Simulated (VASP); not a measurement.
Input of a VASP 6.6.1 run:

File INCAR:

```
  ALGO = Normal
  EDIFF = 1E-7
  EDIFFG = -0.08
  ENCUT = 500
  GGA = PE
  GGA_COMPAT = False
  IBRION = 2
  ISIF = 3
  ISMEAR = 0
  LASPH = True
  LCHARG = False
  LMAXMIX = 6
  LREAL = False
  LWAVE = False
  NELM = 200
  NELMIN = 4
  NSW = 36
  PREC = Accurate
  SIGMA = 0.2
```

KPOINTS

```
k-points
0
Gamma
  4 4 4
```

The input POSCAR:

```
SmZn3I2
1.0
   -3.1676890800      3.1676890800      4.3398746200
    3.1676890800     -3.1676890800      4.3398746200
    3.1676890800      3.1676890800     -4.3398746200
Sm Zn I
1 3 2
Direct
    0.0000000000      0.0000000000      0.0000000000
    0.7253483700      0.7253483700      0.0000000000
    0.2746516300      0.2746516300      0.0000000000
    0.5000000000      0.5000000000      0.0000000000
    0.7500000000      0.2500000000      0.5000000000
    0.2500000000      0.7500000000      0.5000000000
```

Potentials or basis: VASP PAW PBE potentials, release 64 (Sm_3, Zn, I), 4f in core.

Command:

```bash
$ cat potpaw_PBE.64/Sm_3/POTCAR potpaw_PBE.64/Zn/POTCAR potpaw_PBE.64/I/POTCAR > POTCAR
$ mpirun -np 1 vasp_std > vasp.out
```

**Question.** What does it give for the space group after relaxing (to 0.1 Å)?

**Answer.** I4/mmm (No. 139).

**Question.** Predict the band gap on the k mesh.

**Answer.** Zero (an odd number of electrons rules out a gap without spin polarisation).

The path:
```tsv
step	energy change (eV)	largest force (eV/Å)	pressure (GPa)	volume (Å³)
1	0.0000	2.6737	12.74	174.19
2	-2.8146	0.3780	-2.28	231.73
3	-3.3511	0.9026	-0.01	206.57
4	-3.3509	0.8943	-0.44	209.43
5	-3.3539	0.9004	-0.27	208.24
6	-3.4208	0.5616	-0.44	207.04
7	-3.4605	0.0748	-0.59	205.07
8	-3.4720	0.0730	-0.02	200.31
```

Caveat: spin-orbit coupling is left out, which moves the levels of the heavy elements; the 4f electrons are frozen in the core, so they carry no moment and show no levels; the run has no spin polarisation, though such a crystal can be magnetic; the relaxation stopped at a loose force limit of 0.08 eV/Å, so its end isn't a converged minimum. Spin polarisation is off, so any magnetic state and its effect on volume and gap are missing.
